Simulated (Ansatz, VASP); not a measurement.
## One calculation of Al2Cu, two programs

INCAR

```
PREC     = Accurate       # precision mode
ENCUT    = 520            # plane-wave cutoff, eV
EDIFF    = 1E-7           # SCF threshold, eV
ISMEAR   = 0              # smearing method
SIGMA    = 0.15           # smearing width, eV
LREAL    = False          # projectors in reciprocal space
LASPH    = True           # aspherical terms in the spheres
NELM     = 100            # most SCF steps
ALGO     = Fast           # electronic algorithm
ISIF     = 2              # what is computed and relaxed
LWAVE    = False          # write WAVECAR
LCHARG   = True           # write CHGCAR
GGA      = PE             # functional
LELF     = True           # ELF
LVHAR    = True         
NBANDS   = 26             # bands
```

KPOINTS

```
Automatic mesh
0
Gamma
  10 10 10
```

The input POSCAR:

```
Al2Cu
1.0
   -2.9051000000      2.9051000000      2.3192000000
    2.9051000000     -2.9051000000      2.3192000000
    2.9051000000      2.9051000000     -2.3192000000
Al Cu
4 2
Direct
    0.1587211657      0.6587211657      0.8174423314
    0.6587211657      0.8412788343      0.5000000000
    0.8412788343      0.3412788343      0.1825576686
    0.3412788343      0.1587211657      0.5000000000
    0.7500000000      0.7500000000      0.0000000000
    0.2500000000      0.2500000000      0.0000000000
```

Input for Ansatz:

```yaml
crystal:
  lattice:
    - [-2.9051, 2.9051, 2.3192]
    - [2.9051, -2.9051, 2.3192]
    - [2.9051, 2.9051, -2.3192]
  atoms:
    - { symbol: Al, position: [0.1587211657, 0.6587211657, 0.8174423314] }
    - { symbol: Al, position: [0.6587211657, 0.8412788343, 0.5] }
    - { symbol: Al, position: [0.8412788343, 0.3412788343, 0.1825576686] }
    - { symbol: Al, position: [0.3412788343, 0.1587211657, 0.5] }
    - { symbol: Cu, position: [0.75, 0.75, 0.0] }
    - { symbol: Cu, position: [0.25, 0.25, 0.0] }
basis:
  ecutwfc: 520.0
kpoints:
  mp_grid: { grid: [10, 10, 10] }
hamiltonian:
  xc: pbe
  pseudopotentials: { kind: paw, azcp: { folder: soft_1 } }
scf:
  occupations: { method: gaussian, width: 0.15 }
output:
  forces: true
  stress: true
  eigenvalues: true
```

Alike in both runs: task single point; functional PBE; k mesh 10 × 10 × 10; occupations gaussian, width 0.15 eV; no spin polarisation.

|  | VASP | Ansatz |
| --- | --- | --- |
| version | VASP 6.6.1 | Ansatz 0.2.0 |
| potentials or method | VASP PAW PBE potentials, release 64 (Al, Cu), cutoff 520 eV | scalar-relativistic, plane waves, PAW |
| valence electrons in the cell | 34 | 50 |

Ansatz gave:

| Property | Result |
| --- | --- |
| gap on the k mesh at the Fermi level (eV) | none |
| pressure (GPa) | 18.0 |
| traceless stress, the component that is largest in VASP (GPa) | 1.42 |
| rms of the force components (eV/Å) | 0.070 |

Question: What did VASP give for the same quantities?

Answer: gap on the k mesh at the Fermi level (eV): none; pressure (GPa): 18.1; traceless stress, the component that is largest in VASP (GPa): 1.44; rms of the force components (eV/Å): 0.072.

Atom by atom the forces differ by 0.001 eV/Å (rms over components). A gap of «none» marks a metal or a gap that the smearing closes. VASP's potentials hold 34 valence electrons a cell and Ansatz's 50, so a difference there can come from the potentials and not from the codes.
